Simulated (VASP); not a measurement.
# LiH (P6_3/mmc) in VASP: notebook

Aim: see how the results for LiH move with the level of theory and the settings. Levels: HSE06, r2SCAN. Tasks: relaxation of cell and atoms, single point.

Everything below comes from runs of VASP 6.6.1. Logs are shortened: lines on timing, memory, paths and dates and some standing lists are left out, and cuts for length are marked.

**1. The cell of the first run**

The structure is hexagonal, space group P6_3/mmc (No. 194). Conventional cell: a = 2.782 Å, b = 2.782 Å, c = 4.873 Å, α = 90.00°, β = 90.00°, γ = 120.00°. Within 2.8 Å of Li (site symmetry -3m) lie 6 H at 2.02 Å and 8 Li at 2.44 to 2.78 Å. H (site symmetry -6m2) has 6 Li at 2.02 Å and 6 H at 2.78 Å within 2.8 Å.

**2. Relaxation of cell and atoms, HSE06**

File POSCAR:

```
LiH
1.0
    2.7815484418      0.0000000000      0.0000000000
   -1.3907742209      2.4088916124      0.0000000000
    0.0000000000      0.0000000000      4.8729606993
Li H
2 2
Direct
    0.0000000000      0.0000000000      0.0000000000
    0.0000000000      0.0000000000      0.5000000000
    0.3333333333      0.6666666667      0.2500000000
    0.6666666667      0.3333333333      0.7500000000
```

File INCAR.step1:

```
  ALGO = Normal
  EDIFF = 1E-5
  ENCUT = 600
  GGA = PE
  ISMEAR = -1
  LASPH = T
  LCHARG = F
  LREAL = F
  LWAVE = T
  NBANDS = 12
  NELM = 60
  PREC = Accurate
  SIGMA = 0.02
```

File INCAR.step2:

```
  ALGO = Normal
  EDIFF = 1E-7
  EDIFFG = -0.005
  ENCUT = 600
  GGA = PE
  HFSCREEN = 0.2079
  IBRION = 2
  ISIF = 3
  ISMEAR = -1
  ISTART = 1
  LASPH = T
  LCHARG = F
  LHFCALC = T
  LREAL = F
  LWAVE = F
  NELM = 60
  NSW = 80
  PREC = Accurate
  PRECFOCK = Normal
  SIGMA = 0.02
```

File KPOINTS:

```
k-points
0
Gamma
  6 6 4
```

Potentials or basis: VASP PAW PBE potentials, release 64 (Li_sv, H).

Run with:

```sh
> cat potpaw_PBE.64/Li_sv/POTCAR potpaw_PBE.64/H/POTCAR > POTCAR
> cp INCAR.step1 INCAR
> mpirun -np 1 vasp_std > vasp.out
> cp INCAR.step2 INCAR
> mpirun -np 1 vasp_std > vasp.out
```

OUTCAR:

```text
EDIFF = 1E-7
   EDIFFG = -0.005
   ENCUT = 600
   GGA = PE
   HFSCREEN = 0.2079
   IBRION = 2
   ISIF = 3
   ISMEAR = -1
   ISTART = 1
   LASPH = T
   LHFCALC = T
   LREAL = F
   NELM = 60
   NSW = 80
   PREC = Accurate
   PRECFOCK = Normal

 ion  position               nearest neighbor table
   1  0.000  0.000  0.000-   2 2.44   2 2.44
   2  0.000  0.000  0.500-   1 2.44   1 2.44
   3  0.333  0.667  0.250-
   4  0.667  0.333  0.750-

  LATTYP: Found a hexagonal cell.
 ALAT       =     2.7815484418
 C/A-ratio  =     1.7518877709

  Lattice vectors:

 A1 = (   2.7815484418,   0.0000000000,   0.0000000000)
 A2 = (  -1.3907742209,   2.4088916124,   0.0000000000)
 A3 = (   0.0000000000,   0.0000000000,   4.8729606993)

Analysis of symmetry for initial positions (statically):
=====================================================================
 Subroutine PRICEL returns:
 Original cell was already a primitive cell.

 Routine SETGRP: Setting up the symmetry group for a
 hexagonal supercell.

 Subroutine GETGRP returns: Found 24 space group operations
 (whereof 12 operations were pure point group operations)
 out of a pool of 24 trial point group operations.

The static configuration has the point symmetry D_3d.
 The point group associated with its full space group is D_6h.

Analysis of symmetry for dynamics (positions and initial velocities):
=====================================================================
 Subroutine PRICEL returns:
 Original cell was already a primitive cell.

 Routine SETGRP: Setting up the symmetry group for a
 hexagonal supercell.

 Subroutine GETGRP returns: Found 24 space group operations
 (whereof 12 operations were pure point group operations)
 out of a pool of 24 trial point group operations.

The dynamic configuration has the point symmetry D_3d.
 The point group associated with its full space group is D_6h.

 Subroutine INISYM returns: Found 24 space group operations
 (whereof 12 operations are pure point group operations),
 and found     1 'primitive' translations

----------------------------------------------------------------------------------------

                                     Primitive cell

  volume of cell :      32.6510

  direct lattice vectors                    reciprocal lattice vectors
[... 83 lines left out ...]
   LSORBIT =      F    spin-orbit coupling
   LASPH  =      T    aspherical Exc in radial PAW
   ENCUT  =  600.0 eV  44.10 Ry    6.64 a.u.   5.56  5.56  9.73*2*pi/ulx,y,z
   NELM   =     60;   NELMIN=  2; NELMDL=  0     # of ELM steps
   EDIFF  = 0.1E-06   stopping-criterion for ELM
   LREAL  =      F    real-space projection
   EDIFFG = -.5E-02   stopping-criterion for IOM
   NSW    =     80    number of steps for IOM
   IBRION =      2    ionic relax: 0-MD 1-quasi-New 2-CG
   NFREE  =      1    steps in history (QN), initial steepest desc. (CG)
   ISIF   =      3    stress and relaxation
   ISYM   =      3    0-nonsym 1-usesym 2-fastsym
   POTIM  = 0.5000    time-step for ionic-motion
   TEBEG  =    0.0;   TEEND  =   0.0 temperature during run
   PSTRESS=    0.0 pullay stress
   NELECT =       8.0000    total number of electrons
   NUPDOWN=      -1.0000    fix difference up-down
   EMIN   =  10.00;   EMAX   =-10.00  energy-range for DOS
   EFERMI =   0.00;   METHOD = LEGACY
   ISMEAR =    -1;   SIGMA  =   0.02  broadening in eV -4-tet -1-fermi 0-gaus
   EFERMI_NEDOS =   21; number of points for ismear=-14 and -15
   IALGO  =     38    algorithm
   IMIX   =      1    mixing-type and parameters
     AMIX     =   0.40;   BMIX     =  1.00
     AMIX_MAG =   1.60;   BMIX_MAG =  1.00
  volume/ion in A,a.u.               =       8.16        55.08
  Fermi-wavevector in a.u.,A,eV,Ry     =   1.024407  1.935849 14.278087  1.049410
  Thomas-Fermi vector in A             =   2.158192
   LORBIT       =      0    0 simple, 1 ext, 2 COOP (PROOUT), +10 PAW based schemes
   GGA     = PE    functional components
   LHFCALC =     T    Hartree Fock is set to
   PRECFOCK=normal    Normal, Fast or Accurate (Low or Medium for compatibility)
   ENCUT4O =  -1.0   cutoff for four orbital integrals eV
   NKREDX  =     1    reduce k-point grid by
   NKREDY  =     1    reduce k-point grid by
   NKREDZ  =     1    reduce k-point grid by
   AEXX    =    0.2500 exact exchange contribution
   HFSCREEN=    0.2079 screening length (either q_TF or 0.3 A-1)
   HFSCREENC=   0.2079 screening length for correlation (either q_TF or 0.3 A-1)
   ENCUTFOCK=  -1.0 apply spherical cutoff to Coloumb kernel
   IVDW    =     0    specifies the selected vdW correction
   LEPSILON=     F    determine dielectric tensor
   LRPA    =     F    only Hartree local field effects (RPA)
 conjugate gradient relaxation of ions
 non-spin polarized calculation
  energy-cutoff  :      600.00
  volume of cell :       32.65
 maximum number of plane-waves:      1111
 NGX is ok and might be reduce to    24
  NGX = 18; NGY = 18; NGZ = 30

--------------------------------------- Ionic step        1  -------------------------------------------

 number of electron       8.0000006 magnetization

 Free energy of the ion-electron system (eV)
  ---------------------------------------------------
  ext. energy  EPLUGINS =         0.00000000
  ---------------------------------------------------
  free energy    TOTEN  =       -13.36133487 eV

  energy without entropy =      -13.36133487  energy(sigma->0) =      -13.36133487

------------------------ aborting loop because EDIFF is reached ----------------------------------------

  FORCE on cell =-STRESS in cart. coord.  units (eV):
  Direction    XX          YY          ZZ          XY          YZ          ZX
  --------------------------------------------------------------------------------------
  -------------------------------------------------------------------------------------
  Total       -0.1531447     -0.1531447     -0.1137400      0.0000000     -0.0000000      0.0000000
  in kB       -7.5147707     -7.5147707     -5.5811917      0.0000000     -0.0000000      0.0000000
  external PRESSURE =      -6.8702443 kB  Pullay stress =       0.0000000 kB
[... 63 lines left out ...]
--------------------------------------- Ionic step        3  -------------------------------------------

 number of electron       8.0000004 magnetization

 Free energy of the ion-electron system (eV)
  ---------------------------------------------------
  ext. energy  EPLUGINS =         0.00000000
  ---------------------------------------------------
  free energy    TOTEN  =       -13.36272786 eV

  energy without entropy =      -13.36272786  energy(sigma->0) =      -13.36272786

 E-fermi :  -0.1917     XC(G=0):  -7.1357

 val. band max:       -0.6682017100   @ k =   0.5000  -0.0000   0.0000
 cond. band min:       4.7495660533   @ k =   0.5000  -0.0000   0.5000
 fundamental gap:      5.4177677632
 Fermi energy:        -0.1917150117

 k-point     1 :       0.0000    0.0000    0.0000
  band No.  band energies     occupation
      1     -48.0223      2.00000
      2     -47.9451      2.00000
      3      -6.6463      2.00000
      4      -4.0249      2.00000
      5       4.9809      0.00000
      6      15.6793      0.00000
      7      17.1644      0.00000
      8      17.4450      0.00000
[... 249 lines left out ...]
  FREE ENERGIE OF THE ION-ELECTRON SYSTEM (eV)
  ---------------------------------------------------
  free  energy   TOTEN  =       -13.3627278641 eV

  energy  without entropy=      -13.3627278641  energy(sigma->0) =      -13.36272786

 reached required accuracy - stopping structural energy minimisation
```

OUTCAR.step1:

```text
EDIFF = 1E-5
   ENCUT = 600
   GGA = PE
   ISMEAR = -1
   LASPH = T
[... 539 lines left out ...]
      0.00000      0.00000      0.00000         0.000000      0.000000     -0.000000
      0.00000      0.00000      2.43648         0.000000      0.000000     -0.000000
     -0.00000      1.60593      1.21824        -0.000000     -0.000000      0.000000
      1.39077      0.80296      3.65472         0.000000      0.000000      0.000000
 -----------------------------------------------------------------------------------
    total drift:                               -0.000000      0.000000      0.000000

  FREE ENERGIE OF THE ION-ELECTRON SYSTEM (eV)
  ---------------------------------------------------
  free  energy   TOTEN  =       -12.0423413484 eV

  energy  without entropy=      -12.0423413484  energy(sigma->0) =      -12.04234135
```

OSZICAR.step1:

```text
N       E                     dE             d eps       ncg     rms          rms(c)
DAV:   1     0.175693610913E+02    0.17569E+02   -0.32674E+03   504   0.703E+02
DAV:   2    -0.101277203707E+02   -0.27697E+02   -0.27085E+02   648   0.143E+02
DAV:   3    -0.125083252127E+02   -0.23806E+01   -0.23692E+01   848   0.291E+01
DAV:   4    -0.125350564810E+02   -0.26731E-01   -0.26728E-01   628   0.393E+00
DAV:   5    -0.125353378162E+02   -0.28134E-03   -0.28133E-03   700   0.332E-01    0.408E+00
DAV:   6    -0.121619346494E+02    0.37340E+00   -0.23211E-01   580   0.182E+00    0.205E+00
DAV:   7    -0.120373252982E+02    0.12461E+00   -0.32299E-01   616   0.244E+00    0.314E-01
DAV:   8    -0.120425443935E+02   -0.52191E-02   -0.20383E-02   644   0.971E-01    0.946E-02
DAV:   9    -0.120423328671E+02    0.21153E-03   -0.56251E-04   676   0.117E-01    0.293E-02
DAV:  10    -0.120423445249E+02   -0.11658E-04   -0.54039E-05   632   0.531E-02    0.775E-03
DAV:  11    -0.120423413484E+02    0.31765E-05   -0.23453E-06   364   0.119E-02
   1 F= -.12042341E+02 E0= -.12042341E+02  d E =-.553922E-13
```

Run time: 12 min. Hardware: 1 thread of Intel Xeon Platinum 8488C (Sapphire Rapids), shared host; peak memory 0.26 GiB.

Results:

```
Free energy                           : -13.3627 eV
Relaxed volume                        : 8.00 Å³/atom
Relaxed cell                          : a = 2.761 Å, b = 2.761 Å, c = 4.846 Å, α = 90.00°, β = 90.00°, γ = 120.00°
Space group after relaxing (to 0.1 Å) : P6_3/mmc (No. 194)
Energy gained by relaxing             : 0.3 meV/atom
Ionic steps                           : 3
Pressure after relaxing               : 0.0 GPa
Band gap on the k mesh                : 5.42 eV (least direct gap 6.07 eV)
```

The path:
```tsv
step	energy change (eV)	largest force (eV/Å)	pressure (GPa)	volume (Å³)
1	0.0000	0.0000	-0.69	32.65
2	-0.0006	0.0000	-0.52	32.49
3	-0.0014	0.0000	0.02	31.99
```

Final structure:
```xyz
4
Lattice="2.7610 0.0000 0.0000 -1.3805 2.3911 0.0000 0.0000 0.0000 4.8462" Properties=species:S:1:pos:R:3 pbc="T T T"
Li    0.0000    0.0000    4.8462
Li    0.0000    0.0000    2.4231
H     0.0000    1.5941    1.2116
H     1.3805    0.7970    3.6347
```

Caveat: the k points lie up to 0.44 Å⁻¹ apart in the final cell; the cutoff is under 1.25 times the usual one of these potentials, so pressure, stress and relaxed cells hold a basis-set (Pulay) error; the PAW data sets were made with another functional, which shifts forces and pressure a little.

**3. Relaxation of cell and atoms, r2SCAN**

This run uses another cell than the first one, of 8.18 Å³/atom.

File POSCAR:

```
LiH
1.0
    2.7816472974      0.0000000000      0.0000000000
   -1.3908236487      2.4089772239      0.0000000000
    0.0000000000      0.0000000000      4.8847712216
Li H
2 2
Direct
    0.0000000000      0.0000000000      0.0000000000
    0.0000000000      0.0000000000      0.5000000000
    0.3333333333      0.6666666667      0.2500000000
    0.6666666667      0.3333333333      0.7500000000
```

File INCAR.step1:

```
SYSTEM = LiH
PREC     = Accurate       ! precision mode
ENCUT    = 600            ! plane-wave cutoff, eV
ISMEAR   = -1             ! smearing method
SIGMA    = 0.02           ! smearing width, eV
LREAL    = .FALSE.        ! projectors in reciprocal space
LASPH    = .TRUE.         ! aspherical terms in the spheres
NELM     = 60             ! most SCF steps
GGA      = PE             ! functional
ALGO     = Normal         ! electronic algorithm
EDIFF    = 1E-4           ! SCF threshold, eV
LWAVE    = .TRUE.         ! write WAVECAR
LCHARG   = .FALSE.        ! write CHGCAR
```

File INCAR.step2:

```
SYSTEM = LiH
PREC     = Accurate       ! precision mode
ENCUT    = 600            ! plane-wave cutoff, eV
EDIFF    = 1E-7           ! SCF threshold, eV
ISMEAR   = -1             ! smearing method
SIGMA    = 0.02           ! smearing width, eV
LREAL    = .FALSE.        ! projectors in reciprocal space
LASPH    = .TRUE.         ! aspherical terms in the spheres
NELM     = 60             ! most SCF steps
ALGO     = Normal         ! electronic algorithm
ISIF     = 3              ! what is computed and relaxed
LWAVE    = .FALSE.        ! write WAVECAR
LCHARG   = .FALSE.        ! write CHGCAR
METAGGA  = R2SCAN         ! meta-GGA
LMIXTAU  = .TRUE.       
IBRION   = 2              ! ionic algorithm
NSW      = 80             ! ionic steps
EDIFFG   = -0.005         ! ionic threshold
ISTART   = 1
```

File KPOINTS:

```
regular mesh
0
G
  12 12 6
  0 0 0
```

Potentials or basis: VASP PAW PBE potentials, release 64 (Li_sv, H).

Run with:

```sh
> cat potpaw_PBE.64/Li_sv/POTCAR potpaw_PBE.64/H/POTCAR > POTCAR
> cp INCAR.step1 INCAR
> mpirun -np 1 vasp_std > vasp.out
> cp INCAR.step2 INCAR
> mpirun -np 1 vasp_std > vasp.out
```

It took 1.9 min on 1 thread of Intel Xeon Platinum 8488C (Sapphire Rapids), shared host; peak memory 0.17 GiB.

It converged, with:

| Item | Value |
| --- | --- |
| Free energy | -13.4240 eV |
| Relaxed volume | 8.14 Å³/atom |
| Relaxed cell | a = 2.777 Å, b = 2.777 Å, c = 4.873 Å, α = 90.00°, β = 90.00°, γ = 120.00° |
| Space group after relaxing (to 0.1 Å) | P6_3/mmc (No. 194) |
| Energy gained by relaxing | 0.0 meV/atom |
| Ionic steps | 3 |
| Pressure after relaxing | -0.1 GPa |
| Band gap on the k mesh | 5.01 eV (least direct gap 5.61 eV) |

Stress tensor (GPa, compression positive):
```
-0.08  0.00  0.00
 0.00 -0.08  0.00
 0.00  0.00  0.00
```

The path:
```tsv
step	energy change (eV)	largest force (eV/Å)	pressure (GPa)	volume (Å³)
1	0.0000	0.0000	-0.19	32.73
2	0.0000	0.0000	-0.15	32.69
3	-0.0001	0.0000	-0.05	32.55
```

Final structure:
```
Li H
1.0
     2.77715    0.00000    0.00000
    -1.38857    2.40508    0.00000
     0.00000    0.00000    4.87350
Li H
2 2
Cartesian
  0.0000 0.0000 0.0000
  0.0000 0.0000 2.4368
  0.0000 1.6034 1.2184
  1.3886 0.8017 3.6551
```

Levels at points of the mesh, in eV from the valence-band top:
```tsv
k point	band 1	band 2	band 3	band 4	band 5	band 6	band 7	band 8
(0.00, 0.00, 0.00)	-45.84	-45.77	-5.31	-3.06	5.31	15.84	17.26	17.90
(0.50, 0.00, 0.00)	-45.80	-45.74	-2.44	0.00	5.61	6.58	6.77	12.56
(0.00, 0.00, 0.50)	-45.80	-45.80	-4.39	-4.39	9.35	9.35	17.10	17.10
(0.50, 0.00, 0.50)	-45.77	-45.77	-1.35	-1.35	5.01	5.01	12.37	12.37
```

Caveat: the cutoff is under 1.25 times the usual one of these potentials, so pressure, stress and relaxed cells hold a basis-set (Pulay) error; the PAW data sets were made with another functional, which shifts forces and pressure a little. A k mesh can miss the band edges.

**4. Single point, HSE06**

This run uses another cell than the first one, of 8.05 Å³/atom.

File POSCAR:

```
LiH
1.0
    2.7681063618      0.0000000000      0.0000000000
   -1.3840531809      2.3972504297      0.0000000000
    0.0000000000      0.0000000000      4.8554078519
Li H
2 2
Direct
    0.0000000000      0.0000000000      0.0000000000
    0.0000000000      0.0000000000      0.5000000000
    0.3333333333      0.6666666667      0.2500000000
    0.6666666667      0.3333333333      0.7500000000
```

File INCAR.step1:

```
ALGO = Normal ; EDIFF = 1E-5
ENCUT = 520 ; GGA = PE
ISIF = 2 ; ISMEAR = -1
LASPH = True ; LREAL = False
LWAVE = True ; NBANDS = 12
NELM = 100 ; PREC = Accurate
SIGMA = 0.02
```

File INCAR.step2:

```
ALGO = Normal ; EDIFF = 1E-6
ENCUT = 520 ; GGA = PE
HFSCREEN = 0.2079 ; ISIF = 2
ISMEAR = -1 ; ISTART = 1
LASPH = True ; LCHARG = True
LELF = True ; LHFCALC = True
LREAL = False ; LVHAR = True
LWAVE = False ; NBANDS = 12
NELM = 100 ; PREC = Accurate
PRECFOCK = Normal ; SIGMA = 0.02
```

File KPOINTS:

```
k-points
0
Gamma
  6 6 4
```

Run with:

```sh
> cat potpaw_PBE.64/Li_sv/POTCAR potpaw_PBE.64/H/POTCAR > POTCAR
> cp INCAR.step1 INCAR
> mpirun -np 1 vasp_std > vasp.out
> cp INCAR.step2 INCAR
> mpirun -np 1 vasp_std > vasp.out
```

Wall time 2 min (1 thread of Intel Xeon Platinum 8488C (Sapphire Rapids), shared host); peak memory 0.25 GiB.

The run converged. Its results:

| Property | Result |
| --- | --- |
| Free energy | -13.3609 eV |
| Band gap on the k mesh | 5.41 eV (least direct gap 6.06 eV) |

Levels at points of the mesh, in eV from the valence-band top:
```csv
k point,band 1,band 2,band 3,band 4,band 5,band 6,band 7,band 8,band 9
"(0.00, 0.00, 0.00)",-47.36,-47.29,-5.95,-3.33,5.64,16.27,17.75,18.04,18.04
"(0.50, 0.00, 0.00)",-47.32,-47.25,-2.67,0.00,6.08,6.99,7.24,13.06,13.60
"(0.00, 0.00, 0.50)",-47.33,-47.33,-4.89,-4.89,9.84,9.84,17.51,17.51,19.45
"(0.50, 0.00, 0.50)",-47.29,-47.29,-1.48,-1.48,5.41,5.41,12.94,12.94,14.63
```

Caveat: the k points lie up to 0.44 Å⁻¹ apart; the cutoff is under 1.25 times the usual one of these potentials, so pressure, stress and relaxed cells hold a basis-set (Pulay) error; the PAW data sets were made with another functional, which shifts forces and pressure a little.

**5. The runs side by side**

```tsv
task	level	cell	k mesh	cutoff (eV)	grid for exact exchange (PRECFOCK)	share of exact exchange	screening parameter	gap on the mesh (eV)	pressure (GPa)	relaxed volume (Å³/atom)
relaxation of cell and atoms	HSE06	relaxed from a = 2.782, b = 2.782, c = 4.873 Å, angles 90.0, 90.0, 120.0°, 4 atoms	6 × 6 × 4	600	Normal	0.25	0.2079 1/Å	5.42	0.0	8.00
relaxation of cell and atoms	r2SCAN	relaxed from a = 2.782, b = 2.782, c = 4.885 Å, angles 90.0, 90.0, 120.0°, 4 atoms	12 × 12 × 6	600	-	-	-	5.01	-0.1	8.14
single point	HSE06	a = 2.768, b = 2.768, c = 4.855 Å, angles 90.0, 90.0, 120.0°, 4 atoms	6 × 6 × 4	520	Normal	0.25	0.2079 1/Å	5.41	-	-
```

Alike in all rows: potentials or basis VASP PAW PBE potentials, release 64 (Li_sv, H); no spin polarisation; smearing fermi-dirac 0.02 eV.

Caveats: some runs use coarse meshes; the cutoff is under 1.25 times the usual one of these potentials, so pressure, stress and relaxed cells hold a basis-set (Pulay) error; the PAW data sets were made with another functional, which shifts forces and pressure a little.

Total energies depend on the potentials used, so only differences within one code and one set of settings carry meaning.
